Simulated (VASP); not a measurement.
# CaZnBr4 (Cmmm) in VASP: settings compared, part 2 of 2

VASP 6.6.1.

**4. Single point, r2SCAN**

This run uses another cell than the first one, of 30.12 Å³/atom.

POSCAR

```
CaZnBr4
1.0
    4.7250966211     -4.7148070081      0.0000000000
    4.7250966211      4.7148070081      0.0000000000
    0.0000000000      0.0000000000      4.0554200322
Ca Zn Br
1 1 4
Direct
    0.5000000000      0.5000000000      0.5000000000
    0.0000000000      0.0000000000      0.0000000000
    0.8173285460      0.1826714540      0.5000000000
    0.2882808466      0.2882808466      0.0000000000
    0.7117191534      0.7117191534      0.0000000000
    0.1826714540      0.8173285460      0.5000000000
```

INCAR.step1

```
SYSTEM = CaZnBr4
PREC     = Accurate       ! precision mode
ENCUT    = 550            ! plane-wave cutoff, eV
ISMEAR   = 0              ! smearing method
SIGMA    = 0.02           ! smearing width, eV
LREAL    = .FALSE.        ! projectors in reciprocal space
LASPH    = .TRUE.         ! aspherical terms in the spheres
NELM     = 120            ! most SCF steps
NBANDS   = 34             ! bands
GGA      = PE             ! functional
ALGO     = Normal         ! electronic algorithm
EDIFF    = 1E-5           ! SCF threshold, eV
LWAVE    = .TRUE.         ! write WAVECAR
LCHARG   = .FALSE.        ! write CHGCAR
GGA_COMPAT= .FALSE.
```

INCAR.step2

```
SYSTEM = CaZnBr4
PREC     = Accurate       ! precision mode
ENCUT    = 550            ! plane-wave cutoff, eV
EDIFF    = 1E-6           ! SCF threshold, eV
ISMEAR   = 0              ! smearing method
SIGMA    = 0.02           ! smearing width, eV
LREAL    = .FALSE.        ! projectors in reciprocal space
LASPH    = .TRUE.         ! aspherical terms in the spheres
NELM     = 120            ! most SCF steps
ALGO     = Normal         ! electronic algorithm
ISIF     = 2              ! what is computed and relaxed
LWAVE    = .FALSE.        ! write WAVECAR
LCHARG   = .FALSE.        ! write CHGCAR
METAGGA  = R2SCAN         ! meta-GGA
LMIXTAU  = .TRUE.       
NBANDS   = 34             ! bands
ISTART   = 1            
GGA_COMPAT= .FALSE.
```

KPOINTS

```
Automatic mesh
0
G
  4 4 8
  0 0 0
```

Potentials or basis: VASP PAW PBE potentials, release 64 (Ca_sv, Zn, Br).

Run with:

```console
$ cat potpaw_PBE.64/Ca_sv/POTCAR potpaw_PBE.64/Zn/POTCAR potpaw_PBE.64/Br/POTCAR > POTCAR
$ cp INCAR.step1 INCAR
$ mpirun -np 1 vasp_std > vasp.out
$ cp INCAR.step2 INCAR
$ mpirun -np 1 vasp_std > vasp.out
```

OUTCAR:

```text
SYSTEM = CaZnBr4
   PREC = Accurate
   ENCUT = 550
   EDIFF = 1E-6
   ISMEAR = 0
   LREAL = .FALSE.
   LASPH = .TRUE.
   NELM = 120
   ISIF = 2
   METAGGA = R2SCAN
   ISTART = 1

 ion  position               nearest neighbor table
   1  0.500  0.500  0.500-   4 2.85   5 2.85   4 2.85   5 2.85
   2  0.000  0.000  0.000-   3 2.66   6 2.66   3 2.66   6 2.66   5 2.72   4 2.72
   3  0.817  0.183  0.500-   2 2.66   2 2.66
   4  0.288  0.288  0.000-   2 2.72   1 2.85   1 2.85
   5  0.712  0.712  0.000-   2 2.72   1 2.85   1 2.85
   6  0.183  0.817  0.500-   2 2.66   2 2.66

  LATTYP: Found a base centered orthorhombic cell.
 ALAT       =     9.4296140162
 B/A-ratio  =     1.0021824039
 C/A-ratio  =     0.4300727501

  Lattice vectors:

 A1 = (  -4.7250966211,  -4.7148070081,   0.0000000000)
 A2 = (   4.7250966211,  -4.7148070081,   0.0000000000)
 A3 = (   0.0000000000,   0.0000000000,   4.0554200322)

Analysis of symmetry for initial positions (statically):
=====================================================================
 Subroutine PRICEL returns:
 Original cell was already a primitive cell.

 Routine SETGRP: Setting up the symmetry group for a
 base centered orthorhombic supercell.

 Subroutine GETGRP returns: Found  8 space group operations
 (whereof  8 operations were pure point group operations)
 out of a pool of  8 trial point group operations.

The static configuration has the point symmetry D_2h.

Analysis of symmetry for dynamics (positions and initial velocities):
=====================================================================
 Subroutine PRICEL returns:
 Original cell was already a primitive cell.

 Routine SETGRP: Setting up the symmetry group for a
 base centered orthorhombic supercell.

 Subroutine GETGRP returns: Found  8 space group operations
 (whereof  8 operations were pure point group operations)
 out of a pool of  8 trial point group operations.

The dynamic configuration has the point symmetry D_2h.

[... 129 lines left out ...]
  Thomas-Fermi vector in A             =   2.202400
   LORBIT       =      0    0 simple, 1 ext, 2 COOP (PROOUT), +10 PAW based schemes
   METAGGA = R2SCAN    functional components
   LHFCALC =     F    Hartree Fock is set to
   AEXX    =    0.0000 exact exchange contribution
   IVDW    =     0    specifies the selected vdW correction
   LEPSILON=     F    determine dielectric tensor
   LRPA    =     F    only Hartree local field effects (RPA)
 non-spin polarized calculation
 Gauss-broadening in eV      SIGMA  =   0.02
  energy-cutoff  :      550.00
  volume of cell :      180.69
 maximum number of plane-waves:      5315
 NGX is ok and might be reduce to    54
   NGX = 25   NGY = 25   NGZ = 15

 number of electron      50.0000004 magnetization

 Free energy of the ion-electron system (eV)
  ---------------------------------------------------
  ext. energy  EPLUGINS =         0.00000000
  ---------------------------------------------------
  free energy    TOTEN  =       -78.37075771 eV

  energy without entropy =      -78.37075771  energy(sigma->0) =      -78.37075771

 E-fermi :  -0.3050     XC(G=0):  -8.6760

 val. band max:       -0.5103310659   @ k =   0.0000   0.0000   0.0000
 cond. band min:       2.1702908371   @ k =   0.0000   0.0000   0.0000
 fundamental gap:      2.6806219030
 Fermi energy:        -0.3049771577

 k-point     1 :       0.0000    0.0000    0.0000
  band No.  band energies     occupation
      1     -41.4691      2.00000
      2     -21.6197      2.00000
      3     -21.6052      2.00000
      4     -21.6052      2.00000
      5     -14.8510      2.00000
      6     -14.2684      2.00000
[... 877 lines left out ...]
     33       7.5225      0.00000
     34       8.0707      0.00000

 [... further k-points ...]

------------------------ aborting loop because EDIFF is reached ----------------------------------------

  FORCE on cell =-STRESS in cart. coord.  units (eV):
  Direction    XX          YY          ZZ          XY          YZ          ZX
  --------------------------------------------------------------------------------------
  -------------------------------------------------------------------------------------
  Total       -1.1471838     -1.1030022     -1.1396767      0.0000000      0.0000000      0.0000000
  in kB      -10.1719247     -9.7801728    -10.1053607      0.0000000      0.0000000      0.0000000
  external PRESSURE =     -10.0191527 kB  Pullay stress =       0.0000000 kB

 VOLUME and BASIS-vectors are now :
 -----------------------------------------------------------------------------
  energy-cutoff  :      550.00
  volume of cell :      180.69
      direct lattice vectors                 reciprocal lattice vectors
     4.725096621 -4.714807008  0.000000000     0.105817942 -0.106048879  0.000000000
     4.725096621  4.714807008  0.000000000     0.105817942  0.106048879  0.000000000
     0.000000000  0.000000000  4.055420032     0.000000000  0.000000000  0.246583582

 POSITION                                       TOTAL-FORCE (eV/Angst)
 -----------------------------------------------------------------------------------
      4.72510      0.00000      2.02771         0.000000     -0.000000      0.000000
      0.00000      0.00000      0.00000         0.000000      0.000000      0.000000
      4.72510     -2.99229      2.02771         0.000000     -0.061136      0.000000
      2.72431      0.00000      0.00000        -0.098637      0.000000      0.000000
      6.72588      0.00000      0.00000         0.098637      0.000000      0.000000
      4.72510      2.99229      2.02771         0.000000      0.061136      0.000000
 -----------------------------------------------------------------------------------
    total drift:                                0.000000      0.000000      0.000000

  FREE ENERGIE OF THE ION-ELECTRON SYSTEM (eV)
  ---------------------------------------------------
  free  energy   TOTEN  =       -78.3707577108 eV

  energy  without entropy=      -78.3707577108  energy(sigma->0) =      -78.37075771
```

OUTCAR.step1:

```text
SYSTEM = CaZnBr4
   PREC = Accurate
   ENCUT = 550
   ISMEAR = 0
   LREAL = .FALSE.
   LASPH = .TRUE.
   NELM = 120
[... 1126 lines left out ...]
      2.72431      0.00000      0.00000        -0.018907      0.000000      0.000000
      6.72588      0.00000      0.00000         0.018907      0.000000     -0.000000
      4.72510      2.99229      2.02771         0.000000      0.003738      0.000000
 -----------------------------------------------------------------------------------
    total drift:                                0.000000      0.000000      0.000000

  FREE ENERGIE OF THE ION-ELECTRON SYSTEM (eV)
  ---------------------------------------------------
  free  energy   TOTEN  =       -17.7809012817 eV

  energy  without entropy=      -17.7809012817  energy(sigma->0) =      -17.78090128
```

OSZICAR.step1:

```text
N       E                     dE             d eps       ncg     rms          rms(c)
DAV:   1     0.441996199270E+03    0.44200E+03   -0.22959E+04  2380   0.144E+03
DAV:   2     0.297852461082E+02   -0.41221E+03   -0.39444E+03  2810   0.344E+02
DAV:   3    -0.159006541029E+02   -0.45686E+02   -0.45063E+02  2854   0.112E+02
DAV:   4    -0.186118442174E+02   -0.27112E+01   -0.27021E+01  4264   0.218E+01
DAV:   5    -0.186632444719E+02   -0.51400E-01   -0.51308E-01  3192   0.247E+00    0.639E+00
DAV:   6    -0.178467824720E+02    0.81646E+00   -0.15416E+00  3436   0.296E+01    0.451E+00
DAV:   7    -0.177719265158E+02    0.74856E-01   -0.95265E-01  2996   0.528E+00    0.184E+00
DAV:   8    -0.177783220643E+02   -0.63955E-02   -0.94250E-02  2818   0.219E+00    0.627E-01
DAV:   9    -0.177805600150E+02   -0.22380E-02   -0.95957E-03  3332   0.118E+00    0.118E-01
DAV:  10    -0.177807296506E+02   -0.16964E-03   -0.25162E-03  3520   0.423E-01    0.543E-02
DAV:  11    -0.177808588405E+02   -0.12919E-03   -0.32026E-04  2984   0.101E-01    0.258E-02
DAV:  12    -0.177808976873E+02   -0.38847E-04   -0.78169E-05  3202   0.753E-02    0.122E-02
DAV:  13    -0.177809012817E+02   -0.35944E-05   -0.27606E-05  2512   0.443E-02
   1 F= -.17780901E+02 E0= -.17780901E+02  d E =-.561199E-11
```

Run time: 21 min. Hardware: 1 thread of Oxide Virtual Turin-like, shared host; peak memory 0.45 GiB.

What came out:

```
Free energy            : -78.3708 eV
Pressure               : -1.0 GPa
Largest force          : 0.099 eV/Å
Band gap on the k mesh : 2.68 eV
```

Forces in eV/Å, atoms in the order of the input:
```
Ca   0.000  0.000  0.000
Zn   0.000  0.000  0.000
Br   0.000 -0.061  0.000
Br  -0.099  0.000  0.000
Br   0.099  0.000  0.000
Br   0.000  0.061  0.000
```

Caveat: the PAW data sets were made with another functional, which shifts forces and pressure a little. A k mesh can miss the band edges.

**5. The runs side by side**

| task | level | cell | k mesh | cutoff (eV) | smearing | gap on the mesh (eV) | pressure (GPa) | largest force (eV/Å) |
| --- | --- | --- | --- | --- | --- | --- | --- | --- |
| relaxation of shape and atoms at fixed volume | PBE | relaxed from a = 6.608, b = 6.608, c = 4.014 Å, angles 90.0, 90.0, 89.9°, 6 atoms, atomic positions A | 4 × 4 × 8 | 500 | gaussian 0.02 eV | 2.14 | 1.0 | 0.01 |
| relaxation of cell and atoms | PBE | relaxed from a = 6.854, b = 6.854, c = 4.319 Å, angles 90.0, 90.0, 90.5°, 6 atoms, atomic positions B | 4 × 4 × 4 | 500 | gaussian 0.1 eV | 2.07 | 0.0 | 0.02 |
| single point | r2SCAN | a = 6.675, b = 6.675, c = 4.055 Å, angles 90.0, 90.0, 89.9°, 6 atoms, atomic positions A | 4 × 4 × 8 | 550 | gaussian 0.02 eV | 2.68 | -1.0 | 0.10 |

Alike in all rows: potentials or basis VASP PAW PBE potentials, release 64 (Ca_sv, Zn, Br); no spin polarisation.

Caveats: the PAW data sets were made with another functional, which shifts forces and pressure a little (at least some runs).

Total energies depend on the potentials used, so only differences within one code and one set of settings carry meaning.
